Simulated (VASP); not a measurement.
# Ge (Cmce) in VASP: single point with r2SCAN

Aim: the single point of Ge with r2SCAN.

Program: VASP 6.6.1. These are calculated values, not measurements. Logs are shortened: lines on timing, memory, paths and dates and some standing lists are left out, and cuts for length are marked.

## (1) The cell of the first run

It takes space group Cmce (No. 64, orthorhombic). The conventional cell has a = 5.053 Å, b = 8.150 Å, c = 3.987 Å, α = 90.00°, β = 90.00°, γ = 90.00°. Within 3.4 Å of Ge (site symmetry m) lie 7 Ge at 2.60 to 3.27 Å.

## (2) Single point, r2SCAN

POSCAR reads:

```
Ge
1.0
    2.5262723552     -4.0748330484      0.0000000000
    2.5262723552      4.0748330484      0.0000000000
    0.0000000000      0.0000000000      3.9869254273
Ge
4
Direct
    0.1476818600      0.8523181400      0.1534400749
    0.6476818600      0.3523181400      0.3465599251
    0.8523181400      0.1476818600      0.8465599251
    0.3523181400      0.6476818600      0.6534400749
```

INCAR.step1 reads:

```
SYSTEM = Ge
ALGO = Normal
EDIFF = 1E-4
ENCUT = 520
GGA = PE
ISMEAR = 0
LASPH = .True.
LCHARG = .False.
LREAL = .False.
LWAVE = .True.
NBANDS = 36
NELM = 100
PREC = Accurate
SIGMA = 0.1
```

INCAR.step2 reads:

```
SYSTEM = Ge
ALGO = Normal
EDIFF = 1E-7
ENCUT = 520
ISIF = 2
ISMEAR = 0
ISTART = 1
LASPH = .True.
LCHARG = .False.
LMIXTAU = .True.
LREAL = .False.
LWAVE = .False.
METAGGA = R2SCAN
NBANDS = 36
NELM = 100
PREC = Accurate
SIGMA = 0.1
```

KPOINTS reads:

```
k-points
0
Gamma
  4 4 4
  0 0 0
```

Potentials or basis: VASP PAW PBE potentials, release 64 (Ge_d).

Run with:

```sh
$ cat potpaw_PBE.64/Ge_d/POTCAR > POTCAR
$ cp INCAR.step1 INCAR
$ mpirun -np 1 vasp_std > vasp.out
$ cp INCAR.step2 INCAR
$ mpirun -np 1 vasp_std > vasp.out
```

OUTCAR:

```text
SYSTEM = Ge
   EDIFF = 1E-7
   ENCUT = 520
   ISIF = 2
   ISMEAR = 0
   ISTART = 1
   LASPH = .True.
   LREAL = .False.
   METAGGA = R2SCAN
   NELM = 100
   PREC = Accurate

 ion  position               nearest neighbor table
   1  0.148  0.852  0.153-   4 2.60   4 2.60   2 2.64   2 2.64   3 2.70
   2  0.648  0.352  0.347-   3 2.60   3 2.60   1 2.64   1 2.64   4 2.70
   3  0.852  0.148  0.847-   2 2.60   2 2.60   4 2.64   4 2.64   1 2.70
   4  0.352  0.648  0.653-   1 2.60   1 2.60   3 2.64   3 2.64   2 2.70

  LATTYP: Found a base centered orthorhombic cell.
 ALAT       =     5.0525447104
 B/A-ratio  =     1.6129824799
 C/A-ratio  =     0.7890925575

  Lattice vectors:

 A1 = (   2.5262723552,  -4.0748330484,   0.0000000000)
 A2 = (   2.5262723552,   4.0748330484,   0.0000000000)
 A3 = (   0.0000000000,   0.0000000000,   3.9869254273)

Analysis of symmetry for initial positions (statically):
=====================================================================
 Subroutine PRICEL returns:
 Original cell was already a primitive cell.

 Routine SETGRP: Setting up the symmetry group for a
 base centered orthorhombic supercell.

 Subroutine GETGRP returns: Found  8 space group operations
 (whereof  4 operations were pure point group operations)
 out of a pool of  8 trial point group operations.

The static configuration has the point symmetry C_2h.
 The point group associated with its full space group is D_2h.

Analysis of symmetry for dynamics (positions and initial velocities):
=====================================================================
 Subroutine PRICEL returns:
 Original cell was already a primitive cell.

 Routine SETGRP: Setting up the symmetry group for a
 base centered orthorhombic supercell.

 Subroutine GETGRP returns: Found  8 space group operations
 (whereof  4 operations were pure point group operations)
 out of a pool of  8 trial point group operations.

The dynamic configuration has the point symmetry C_2h.
 The point group associated with its full space group is D_2h.

 Subroutine INISYM returns: Found  8 space group operations
 (whereof  4 operations are pure point group operations),
 and found     1 'primitive' translations

----------------------------------------------------------------------------------------

                                     Primitive cell

  volume of cell :      82.0839

  direct lattice vectors                    reciprocal lattice vectors
     2.526272355 -4.074833048  0.000000000     0.197920069 -0.122704414  0.000000000
     2.526272355  4.074833048  0.000000000     0.197920069  0.122704414  0.000000000
     0.000000000  0.000000000  3.986925427     0.000000000  0.000000000  0.250819841

  length of vectors
     4.794404696  4.794404696  3.986925427     0.232870623  0.232870623  0.250819841

  position of ions in fractional coordinates (direct lattice)
     0.147681860  0.852318140  0.153440075
     0.647681860  0.352318140  0.346559925
     0.852318140  0.147681860  0.846559925
     0.352318140  0.647681860  0.653440075

  ion indices of the primitive-cell ions
   primitive index   ion index
                 1           1
                 2           2
                 3           3
                 4           4

----------------------------------------------------------------------------------------

 KPOINTS: k-points

Automatic generation of k-mesh.
 Grid dimensions read from file:
 generate k-points for:    4    4    4

 Generating k-lattice:

  Cartesian coordinates                     Fractional coordinates (reciprocal lattice)
     0.049480017 -0.030676103  0.000000000     0.250000000 -0.000000000  0.000000000
     0.049480017  0.030676103  0.000000000    -0.000000000  0.250000000  0.000000000
     0.000000000  0.000000000  0.062704960     0.000000000  0.000000000  0.250000000

  Length of vectors
     0.058217656  0.058217656  0.062704960

  Shift w.r.t. Gamma in fractional coordinates (k-lattice)
     0.000000000  0.000000000  0.000000000

 Subroutine IBZKPT returns following result:
 ===========================================

 Found     21 irreducible k-points:

 Following reciprocal coordinates:
            Coordinates               Weight
  0.000000  0.000000  0.000000      1.000000
  0.250000 -0.000000  0.000000      4.000000
  0.500000 -0.000000  0.000000      2.000000
  0.250000  0.250000  0.000000      2.000000
  0.500000  0.250000  0.000000      4.000000
 -0.250000  0.250000  0.000000      2.000000
[... 13 lines left out ...]
 -0.250000  0.250000  0.500000      2.000000
  0.500000  0.500000  0.500000      1.000000
   k-points           NKPTS =     21   k-points in BZ     NKDIM =     21   number of bands    NBANDS=     36
   number of dos      NEDOS =    301   number of ions     NIONS =      4
   total plane-waves  NPLWV =  38880
   dimension x,y,z NGX =    36 NGY =   36 NGZ =   30
   dimension x,y,z NGXF=    72 NGYF=   72 NGZF=   60
   ions per type =               4
   NGX,Y,Z   is equivalent  to a cutoff of  12.48, 12.48, 12.51 a.u.
   NGXF,Y,Z  is equivalent  to a cutoff of  24.97, 24.97, 25.02 a.u.
 SYSTEM =  Ge
   PREC   = accura    normal or accurate (medium, high low for compatibility)
   ISTART =      1    job   : 0-new  1-cont  2-samecut
   ICHARG =      0    charge: 1-file 2-atom 10-const
   ISPIN  =      1    spin polarized calculation?
   LNONCOLLINEAR =      F non collinear calculations
   LSORBIT =      F    spin-orbit coupling
   LASPH  =      T    aspherical Exc in radial PAW
   ENCUT  =  520.0 eV  38.22 Ry    6.18 a.u.   8.91  8.91  7.41*2*pi/ulx,y,z
   NELM   =    100;   NELMIN=  2; NELMDL=  0     # of ELM steps
   EDIFF  = 0.1E-06   stopping-criterion for ELM
   LREAL  =      F    real-space projection
   EDIFFG = 0.1E-05   stopping-criterion for IOM
   NSW    =      0    number of steps for IOM
   IBRION =     -1    ionic relax: 0-MD 1-quasi-New 2-CG
   NFREE  =      0    steps in history (QN), initial steepest desc. (CG)
   ISIF   =      2    stress and relaxation
   ISYM   =      2    0-nonsym 1-usesym 2-fastsym
   POTIM  = 0.5000    time-step for ionic-motion
   TEBEG  =    0.0;   TEEND  =   0.0 temperature during run
   PSTRESS=    0.0 pullay stress
   NELECT =      56.0000    total number of electrons
   NUPDOWN=      -1.0000    fix difference up-down
   EMIN   =  10.00;   EMAX   =-10.00  energy-range for DOS
   EFERMI =   0.00;   METHOD = LEGACY
   ISMEAR =     0;   SIGMA  =   0.10  broadening in eV -4-tet -1-fermi 0-gaus
   EFERMI_NEDOS =   21; number of points for ismear=-14 and -15
   IALGO  =     38    algorithm
   IMIX   =      4    mixing-type and parameters
     AMIX     =   0.40;   BMIX     =  1.00
     AMIX_MAG =   1.60;   BMIX_MAG =  1.00
  volume/ion in A,a.u.               =      20.52       138.48
  Fermi-wavevector in a.u.,A,eV,Ry     =   1.441180  2.723435 28.259287  2.076999
  Thomas-Fermi vector in A             =   2.559841
   LORBIT       =      0    0 simple, 1 ext, 2 COOP (PROOUT), +10 PAW based schemes
   METAGGA = R2SCAN    functional components
   LHFCALC =     F    Hartree Fock is set to
   AEXX    =    0.0000 exact exchange contribution
   IVDW    =     0    specifies the selected vdW correction
   LEPSILON=     F    determine dielectric tensor
   LRPA    =     F    only Hartree local field effects (RPA)
 non-spin polarized calculation
 Gauss-broadening in eV      SIGMA  =   0.10
  energy-cutoff  :      520.00
  volume of cell :       82.08
 maximum number of plane-waves:      2252
   NGX = 17   NGY = 17   NGZ = 15

 number of electron      56.0000014 magnetization

 Free energy of the ion-electron system (eV)
  ---------------------------------------------------
  ext. energy  EPLUGINS =         0.00000000
  ---------------------------------------------------
  free energy    TOTEN  =       -54.00263962 eV

  energy without entropy =      -53.99531189  energy(sigma->0) =      -53.99897576

 E-fermi :   5.5694     XC(G=0): -11.6519

 val. band max:        5.5165873516   @ k =   0.0000   0.0000   0.0000
 cond. band min:       5.5842524544   @ k =   0.5000   0.2500   0.0000
 fundamental gap:      0.0676651028
 Fermi energy:         5.5693510247

 k-point     1 :       0.0000    0.0000    0.0000
  band No.  band energies     occupation
      1     -19.8550      2.00000
      2     -19.8429      2.00000
      3     -19.8185      2.00000
      4     -19.7545      2.00000
      5     -19.7344      2.00000
      6     -19.7271      2.00000
[... 28 lines left out ...]
     35      12.3286      0.00000
     36      12.8894      0.00000

 k-point     2 :       0.2500   -0.0000    0.0000
  band No.  band energies     occupation
      1     -19.8410      2.00000
      2     -19.8371      2.00000
      3     -19.8117      2.00000
      4     -19.7702      2.00000
      5     -19.7478      2.00000
      6     -19.7398      2.00000
[... 28 lines left out ...]
     35      11.7141      0.00000
     36      12.8765      0.00000

 k-point     3 :       0.5000   -0.0000    0.0000
  band No.  band energies     occupation
      1     -19.8231      2.00000
      2     -19.8231      2.00000
      3     -19.7895      2.00000
      4     -19.7895      2.00000
      5     -19.7715      2.00000
      6     -19.7715      2.00000
[... 28 lines left out ...]
     35      11.5257      0.00000
     36      11.5257      0.00000
[... 625 lines left out ...]
 k-point    20 :      -0.2500    0.2500    0.5000
  band No.  band energies     occupation
      1     -19.8284      2.00000
      2     -19.8284      2.00000
      3     -19.7639      2.00000
      4     -19.7639      2.00000
      5     -19.7595      2.00000
      6     -19.7595      2.00000
[... 28 lines left out ...]
     35      14.2644      0.00000
     36      14.2644      0.00000

 k-point    21 :       0.5000    0.5000    0.5000
  band No.  band energies     occupation
      1     -19.8390      2.00000
      2     -19.8390      2.00000
      3     -19.7613      2.00000
      4     -19.7613      2.00000
      5     -19.7554      2.00000
      6     -19.7554      2.00000
[... 28 lines left out ...]
     35      14.4105      0.00000
     36      14.4105      0.00000

------------------------ aborting loop because EDIFF is reached ----------------------------------------

  FORCE on cell =-STRESS in cart. coord.  units (eV):
  Direction    XX          YY          ZZ          XY          YZ          ZX
  --------------------------------------------------------------------------------------
  -------------------------------------------------------------------------------------
  Total       -0.0329472     -0.0503018     -0.0918499      0.0000000      0.0000000      0.0000000
  in kB       -0.6430891     -0.9818298     -1.7927965      0.0000000      0.0000000      0.0000000
  external PRESSURE =      -1.1392385 kB  Pullay stress =       0.0000000 kB

 VOLUME and BASIS-vectors are now :
 -----------------------------------------------------------------------------
  energy-cutoff  :      520.00
  volume of cell :       82.08
      direct lattice vectors                 reciprocal lattice vectors
     2.526272355 -4.074833048  0.000000000     0.197920069 -0.122704414  0.000000000
     2.526272355  4.074833048  0.000000000     0.197920069  0.122704414  0.000000000
     0.000000000  0.000000000  3.986925427     0.000000000  0.000000000  0.250819841

 POSITION                                       TOTAL-FORCE (eV/Angst)
 -----------------------------------------------------------------------------------
      2.52627      2.87128      0.61175         0.000000      0.001565      0.004457
      2.52627     -1.20356      1.38171         0.000000      0.001565     -0.004457
      2.52627     -2.87128      3.37517         0.000000     -0.001565     -0.004457
      2.52627      1.20356      2.60522         0.000000     -0.001565      0.004457
 -----------------------------------------------------------------------------------
    total drift:                               -0.000000     -0.000000      0.000000

  FREE ENERGIE OF THE ION-ELECTRON SYSTEM (eV)
  ---------------------------------------------------
  free  energy   TOTEN  =       -54.0026396243 eV

  energy  without entropy=      -53.9953118879  energy(sigma->0) =      -53.99897576
```

It took 5.3 min on 1 thread of Intel Xeon 8259CL, shared host; peak memory 0.21 GiB.

Results:

| Item | Value |
| --- | --- |
| Free energy | -54.0026 eV |
| Pressure | -0.1 GPa |
| Largest force | 0.005 eV/Å |
| Band gap on the k mesh | zero (bands 28 and 29 overlap by 1.43 eV) |

Forces on the atoms (eV/Å):
```
Ge   0.000  0.002  0.004
Ge   0.000  0.002 -0.004
Ge   0.000 -0.002 -0.004
Ge   0.000 -0.002  0.004
```

Stress tensor (GPa, compression positive):
```
-0.06  0.00  0.00
 0.00 -0.10  0.00
 0.00  0.00 -0.18
```

Caveat: the k points lie up to 0.39 Å⁻¹ apart, too coarse for converged energies and pressures of a metal; the PAW data sets were made with another functional, which shifts forces and pressure a little.
